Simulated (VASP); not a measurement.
Input of a VASP 6.6.1 run:

The input INCAR:

```
SYSTEM = InAgTe2
  ALGO = Normal
  EDIFF = 1E-6
  ENCUT = 500
  GGA = PE
  GGA_COMPAT = .FALSE.
  ISIF = 2
  ISMEAR = -1
  LASPH = .TRUE.
  LCHARG = .TRUE.
  LELF = .TRUE.
  LREAL = .FALSE.
  LVHAR = .TRUE.
  LWAVE = .FALSE.
  NBANDS = 46
  NELM = 120
  PREC = Accurate
  SIGMA = 0.02
```

The input KPOINTS:

```
k-points
0
G
  6 6 6
  0 0 0
```

Contents of POSCAR:

```
InAgTe2
1.0
   -3.2572129473      3.2572129473      6.4257052351
    3.2572129473     -3.2572129473      6.4257052351
    3.2572129473      3.2572129473     -6.4257052351
Ag Te In
2 4 2
Direct
    0.0000000000      0.0000000000      0.0000000000
    0.7500000000      0.2500000000      0.5000000000
    0.3750000000      0.3719465341      0.4969465341
    0.1219465341      0.6250000000     -0.0030534659
    0.8750000000      0.8780534659      0.5030534659
    0.6280534659      0.1250000000      0.0030534659
    0.5000000000      0.5000000000      0.0000000000
    0.2500000000      0.7500000000      0.5000000000
```

Potentials or basis: VASP PAW PBE potentials, release 64 (Ag, Te, In_d).

Launch:

```sh
$ cat potpaw_PBE.64/Ag/POTCAR potpaw_PBE.64/Te/POTCAR potpaw_PBE.64/In_d/POTCAR > POTCAR
$ mpirun -np 1 vasp_std > vasp.out
```

Problem. What does it give for the pressure?

Solution. 1.2 GPa.

Problem. Estimate the largest force.

Solution. 0.149 eV/Å.

Problem. Predict the band gap on the k mesh.

Solution. 0.15 eV.

Forces in eV/Å, atoms in the order of the input:
```
Ag   0.000  0.000  0.000
Ag   0.000  0.000  0.000
Te  -0.149  0.000  0.000
Te   0.000 -0.149  0.000
Te   0.149  0.000  0.000
Te   0.000  0.149  0.000
In   0.000  0.000  0.000
In   0.000  0.000  0.000
```

Caveat: spin-orbit coupling is left out, which moves the levels of the heavy elements.
